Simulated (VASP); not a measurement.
Runs of VASP 6.6.1 on Al. The structure is that of space group Immm (No. 71), or close to it. The cells are those of the table. 

| cell | further INCAR settings | gap on the mesh (eV) | pressure (GPa) |
| --- | --- | --- | --- |
| a = 2.804 Å, angles 113.7, 105.2, 109.5°, 1 atom | ALGO = Fast; EDIFF = 1e-06; NBANDS = 8 | none | 0.1 |
| a = 2.839, b = 2.839, c = 2.774 Å, angles 115.2, 103.8, 110.5°, 1 atom | ALGO = Fast; EDIFF = 1e-07; NBANDS = 8 | none | 0.3 |
| a = 2.803 Å, angles 112.3, 106.6, 109.5°, 1 atom | ALGO = Fast; EDIFF = 1e-06; NBANDS = 8 | none | 0.0 |
| a = 2.806 Å, angles 115.2, 103.8, 109.6°, 1 atom | ALGO = Fast; EDIFF = 1e-07; NBANDS = 8 | none | (a) |

Alike in all rows: task single point; level PBE; potentials or basis VASP PAW PBE potentials, release 64 (Al); no spin polarisation; k mesh 20 × 20 × 20; cutoff (eV) 520; smearing gaussian 0.15 eV.

Question: Fill in the values left out.

Answer: (a) 0.2.

A gap of «none» marks levels without a gap at the run's occupations.
